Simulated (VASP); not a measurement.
# AlSn (P-6m2) in VASP: further runs, part 2 of 2

VASP 6.6.1. The steps go on from the part before.

**5. Single point, r2SCAN50**

This run uses another cell than the first one, of 25.24 Å³/atom.

POSCAR

```
AlSn
1.0
    4.1981056157      0.0000000000      0.0000000000
   -2.0990528078      3.6356661109      0.0000000000
    0.0000000000      0.0000000000      3.3068470000
Sn Al
1 1
Direct
    0.3333333333      0.6666666667      0.5000000000
    0.0000000000      0.0000000000      0.0000000000
```

INCAR.step1

```
SYSTEM = AlSn
PREC     = Accurate       ! precision mode
ENCUT    = 520            ! plane-wave cutoff, eV
EDIFF    = 1E-5           ! SCF threshold, eV
ISMEAR   = -1             ! smearing method
SIGMA    = 0.05           ! smearing width, eV
LREAL    = .False.        ! projectors in reciprocal space
LASPH    = .True.         ! aspherical terms in the spheres
NELM     = 80             ! most SCF steps
ALGO     = Normal         ! electronic algorithm
ISIF     = 2              ! what is computed and relaxed
LWAVE    = .True.         ! write WAVECAR
LCHARG   = .False.        ! write CHGCAR
NBANDS   = 16             ! bands
GGA      = PE             ! functional
```

INCAR.step2

```
SYSTEM = AlSn
PREC     = Accurate       ! precision mode
ENCUT    = 520            ! plane-wave cutoff, eV
EDIFF    = 1E-7           ! SCF threshold, eV
ISMEAR   = -1             ! smearing method
SIGMA    = 0.05           ! smearing width, eV
LREAL    = .False.        ! projectors in reciprocal space
LASPH    = .True.         ! aspherical terms in the spheres
NELM     = 80             ! most SCF steps
ALGO     = Normal         ! electronic algorithm
ISIF     = 2              ! what is computed and relaxed
LWAVE    = .False.        ! write WAVECAR
LCHARG   = .False.        ! write CHGCAR
METAGGA  = R2SCAN         ! meta-GGA
LHFCALC  = .True.         ! exact exchange
AEXX     = 0.5            ! exact-exchange fraction
LMIXTAU  = .True.       
PRECFOCK = Normal       
NBANDS   = 16             ! bands
ISTART   = 1
```

KPOINTS

```
regular mesh
0
Gamma
  4 4 4
  0 0 0
```

Potentials or basis: VASP PAW PBE potentials, release 64 (Sn_d, Al).

The run is started by

```console
> cat potpaw_PBE.64/Sn_d/POTCAR potpaw_PBE.64/Al/POTCAR > POTCAR
> cp INCAR.step1 INCAR
> mpirun -np 1 vasp_std > vasp.out
> cp INCAR.step2 INCAR
> mpirun -np 1 vasp_std > vasp.out
```

OUTCAR:

```text
SYSTEM = AlSn
   PREC = Accurate
   ENCUT = 520
   EDIFF = 1E-7
   ISMEAR = -1
   LREAL = .False.
   LASPH = .True.
   NELM = 80
   ISIF = 2
   METAGGA = R2SCAN
   LHFCALC = .True.
   AEXX = 0.5
   PRECFOCK = Normal
   ISTART = 1

 ion  position               nearest neighbor table
   1  0.333  0.667  0.500-   2 2.93   2 2.93   2 2.93   2 2.93   2 2.93   2 2.93
   2  0.000  0.000  0.000-   1 2.93   1 2.93   1 2.93   1 2.93   1 2.93   1 2.93

  LATTYP: Found a hexagonal cell.
 ALAT       =     4.1981056157
 C/A-ratio  =     0.7876998110

  Lattice vectors:

 A1 = (   4.1981056157,   0.0000000000,   0.0000000000)
 A2 = (  -2.0990528078,   3.6356661109,   0.0000000000)
 A3 = (   0.0000000000,   0.0000000000,   3.3068470000)

Analysis of symmetry for initial positions (statically):
=====================================================================
 Subroutine PRICEL returns:
 Original cell was already a primitive cell.

 Routine SETGRP: Setting up the symmetry group for a
[... 158 lines left out ...]
  ---------------------------------------------------
  free energy    TOTEN  =       -22.83604874 eV

  energy without entropy =      -22.82759365  energy(sigma->0) =      -22.83182119

 E-fermi :   5.4761     XC(G=0):  -5.7428

 val. band max:        5.3956601742   @ k =   0.2500   0.0000   0.2500
 cond. band min:       6.5765272467   @ k =   0.0000   0.0000   0.0000
 fundamental gap:      1.1808670725
 Fermi energy:         5.4761461715

 k-point     1 :       0.0000    0.0000    0.0000
  band No.  band energies     occupation
      1     -20.5977      2.00000
      2     -20.5069      2.00000
      3     -20.5069      2.00000
      4     -20.4586      2.00000
      5     -20.4586      2.00000
      6      -7.9319      2.00000
[... 205 lines left out ...]
      3     -20.4919      2.00000
      4     -20.4794      2.00000
      5     -20.3940      2.00000
      6      -1.8162      2.00000
[... 8 lines left out ...]
     15      17.2122      0.00000
     16      22.1653      0.00000

------------------------ aborting loop because EDIFF is reached ----------------------------------------

  FORCE on cell =-STRESS in cart. coord.  units (eV):
  Direction    XX          YY          ZZ          XY          YZ          ZX
  --------------------------------------------------------------------------------------
  -------------------------------------------------------------------------------------
  Total       -1.6640533     -1.6640533      2.3190202     -0.0000000      0.0000000      0.0000000
  in kB      -52.8234015    -52.8234015     73.6145511     -0.0000000      0.0000000      0.0000000
  external PRESSURE =     -10.6774173 kB  Pullay stress =       0.0000000 kB

 VOLUME and BASIS-vectors are now :
 -----------------------------------------------------------------------------
  energy-cutoff  :      520.00
  volume of cell :       50.47
      direct lattice vectors                 reciprocal lattice vectors
     4.198105616  0.000000000  0.000000000     0.238202678  0.137526380  0.000000000
    -2.099052808  3.635666111  0.000000000     0.000000000  0.275052760  0.000000000
     0.000000000  0.000000000  3.306847000     0.000000000  0.000000000  0.302402863

 POSITION                                       TOTAL-FORCE (eV/Angst)
 -----------------------------------------------------------------------------------
     -0.00000      2.42378      1.65342        -0.000000      0.000000      0.000000
      0.00000      0.00000      0.00000         0.000000     -0.000000      0.000000
 -----------------------------------------------------------------------------------
    total drift:                                0.000002     -0.000002     -0.000000

  FREE ENERGIE OF THE ION-ELECTRON SYSTEM (eV)
  ---------------------------------------------------
  free  energy   TOTEN  =       -22.8360487413 eV

  energy  without entropy=      -22.8275936484  energy(sigma->0) =      -22.83182119
```

OUTCAR.step1:

```text
SYSTEM = AlSn
   PREC = Accurate
   ENCUT = 520
   EDIFF = 1E-5
   ISMEAR = -1
   LREAL = .False.
[... 436 lines left out ...]
     -0.00000      2.42378      1.65342        -0.000000      0.000000      0.000000
      0.00000      0.00000      0.00000         0.000000      0.000000      0.000000
 -----------------------------------------------------------------------------------
    total drift:                                0.000000     -0.000000     -0.000000

  FREE ENERGIE OF THE ION-ELECTRON SYSTEM (eV)
  ---------------------------------------------------
  free  energy   TOTEN  =        -7.0117328084 eV

  energy  without entropy=       -6.9878302419  energy(sigma->0) =       -6.99978153
```

OSZICAR.step1:

```text
N       E                     dE             d eps       ncg     rms          rms(c)
DAV:   1     0.960263332641E+02    0.96026E+02   -0.77886E+03   400   0.122E+03
DAV:   2     0.364442715107E+00   -0.95662E+02   -0.92212E+02   416   0.319E+02
DAV:   3    -0.686979652506E+01   -0.72342E+01   -0.71659E+01   512   0.742E+01
DAV:   4    -0.704673813939E+01   -0.17694E+00   -0.17691E+00   480   0.122E+01
DAV:   5    -0.705469691016E+01   -0.79588E-02   -0.79584E-02   560   0.245E+00    0.224E+00
DAV:   6    -0.702476007206E+01    0.29937E-01   -0.17553E-02   536   0.150E+00    0.129E+00
DAV:   7    -0.701132894400E+01    0.13431E-01   -0.24957E-02   520   0.165E+00    0.158E-01
DAV:   8    -0.701168593664E+01   -0.35699E-03   -0.25358E-03   504   0.506E-01    0.311E-02
DAV:   9    -0.701171921283E+01   -0.33276E-04   -0.10313E-04   504   0.955E-02    0.171E-02
DAV:  10    -0.701173127037E+01   -0.12058E-04   -0.16625E-05   488   0.310E-02    0.402E-03
DAV:  11    -0.701173280838E+01   -0.15380E-05   -0.24889E-06   392   0.123E-02
   1 F= -.70117328E+01 E0= -.69997815E+01  d E =-.239026E-01
```

Run time: 26 min. Hardware: 1 thread of AMD EPYC 7R43 (Zen 3), shared host; peak memory 0.14 GiB.

What came out:

```yaml
Free_energy: -22.8360 eV
Pressure: -1.1 GPa
Band_gap_on_the_k_mesh: zero (an odd number of electrons rules out a gap without spin polarisation)
```

Stress tensor (GPa, compression positive):
```
-5.28  0.00  0.00
 0.00 -5.28  0.00
 0.00  0.00  7.36
```

Caveat: the k points lie up to 0.48 Å⁻¹ apart, too coarse for converged energies and pressures of a metal; the PAW data sets were made with another functional, which shifts forces and pressure a little; spin-orbit coupling is left out, which moves the levels of the heavy elements.

**6. Single point, B3LYP**

This run uses another cell than the first one, of the same volume but with other edges.

POSCAR

```
AlSn
1.0
    4.0870184630      0.0000000000      0.0000000000
   -2.0435092315      3.5394618147      0.0000000000
    0.0000000000      0.0000000000      3.5577896459
Sn Al
1 1
Direct
    0.3333333333      0.6666666667      0.5000000000
    0.0000000000      0.0000000000      0.0000000000
```

INCAR.step1

```
SYSTEM = AlSn
PREC = Accurate
ENCUT = 520
EDIFF = 1E-5
ISMEAR = -1
SIGMA = 0.05
LREAL = .FALSE.
LASPH = .TRUE.
NELM = 80
ALGO = Normal
ISIF = 2
LWAVE = .TRUE.
LCHARG = .FALSE.
NBANDS = 16
GGA = PE
```

INCAR.step2

```
SYSTEM = AlSn
PREC = Accurate
ENCUT = 520
EDIFF = 1E-7
ISMEAR = -1
SIGMA = 0.05
LREAL = .FALSE.
LASPH = .TRUE.
NELM = 80
ALGO = Normal
ISIF = 2
LWAVE = .FALSE.
LCHARG = .FALSE.
GGA = B3
LHFCALC = .TRUE.
AEXX = 0.2
AGGAX = 0.72
AGGAC = 0.81
ALDAC = 0.19
PRECFOCK = Normal
NBANDS = 16
ISTART = 1
```

KPOINTS

```
regular mesh
0
G
  4 4 4
  0 0 0
```

Potentials or basis: VASP PAW PBE potentials, release 64 (Sn_d, Al).

The run is started by

```console
> cat potpaw_PBE.64/Sn_d/POTCAR potpaw_PBE.64/Al/POTCAR > POTCAR
> cp INCAR.step1 INCAR
> mpirun -np 1 vasp_std > vasp.out
> cp INCAR.step2 INCAR
> mpirun -np 1 vasp_std > vasp.out
```

Run time: 22 min. Hardware: 1 thread of AMD EPYC 7R43 (Zen 3), shared host; peak memory 0.14 GiB.

It converged, with:

```
Free energy            : -7.1379 eV
Pressure               : 0.0 GPa
Band gap on the k mesh : zero (an odd number of electrons rules out a gap without spin polarisation)
```

Stress tensor (GPa, compression positive):
```
-0.07  0.00  0.00
 0.00 -0.07  0.00
 0.00  0.00  0.07
```

Levels at points of the mesh, in eV from the Fermi level:
```
           k point  band 4  band 5  band 6  band 7  band 8  band 9  band 10  band 11  band 12  band 13
(0.00, 0.00, 0.00)  -23.47  -23.47  -11.83    0.57    0.57    1.26     1.48     4.23     4.23     4.79
(0.50, 0.00, 0.00)  -23.47  -23.44   -9.61   -7.20   -1.95    1.45     3.38     5.73     6.50     7.11
(0.00, 0.00, 0.50)  -23.46  -23.45   -9.11   -7.69    3.28    3.28     4.24     4.24     5.00     5.31
(0.50, 0.00, 0.50)  -23.44  -23.43   -7.11   -5.19   -4.02   -3.20     1.46     2.78     4.44     4.73
```

Caveat: the k points lie up to 0.44 Å⁻¹ apart, too coarse for converged energies and pressures of a metal; the PAW data sets were made with another functional, which shifts forces and pressure a little; spin-orbit coupling is left out, which moves the levels of the heavy elements.

**7. Summary**

```csv
level,cell,k mesh,share of exact exchange,screening parameter,gap on the mesh (eV),pressure (GPa)
HSE06,"a = 4.226, b = 4.226, c = 3.329 Å, angles 90.0, 90.0, 120.0°, 2 atoms",4 × 4 × 6,0.25,0.2079 1/Å,none,-2.1
HSE06,"a = 4.253, b = 4.253, c = 3.350 Å, angles 90.0, 90.0, 120.0°, 2 atoms",4 × 4 × 6,0.25,0.2079 1/Å,none,-2.9
r2SCAN0,"a = 4.198, b = 4.198, c = 3.307 Å, angles 90.0, 90.0, 120.0°, 2 atoms",4 × 4 × 4,0.25,-,none,-0.3
r2SCAN50,"a = 4.198, b = 4.198, c = 3.307 Å, angles 90.0, 90.0, 120.0°, 2 atoms",4 × 4 × 4,0.5,-,none,-1.1
B3LYP,"a = 4.087, b = 4.087, c = 3.558 Å, angles 90.0, 90.0, 120.0°, 2 atoms",4 × 4 × 4,0.2,-,none,0.0
```

Alike in all rows: task single point; potentials or basis VASP PAW PBE potentials, release 64 (Sn_d, Al); no spin polarisation; cutoff (eV) 520; smearing fermi-dirac 0.05 eV.

Caveats: all runs use coarse meshes; the PAW data sets were made with another functional, which shifts forces and pressure a little; spin-orbit coupling is left out, which moves the levels of the heavy elements.

Absolute energies hang on the potentials; compare differences alone.

The gap in the log of VASP goes by the Fermi energy; the results here count the filled bands.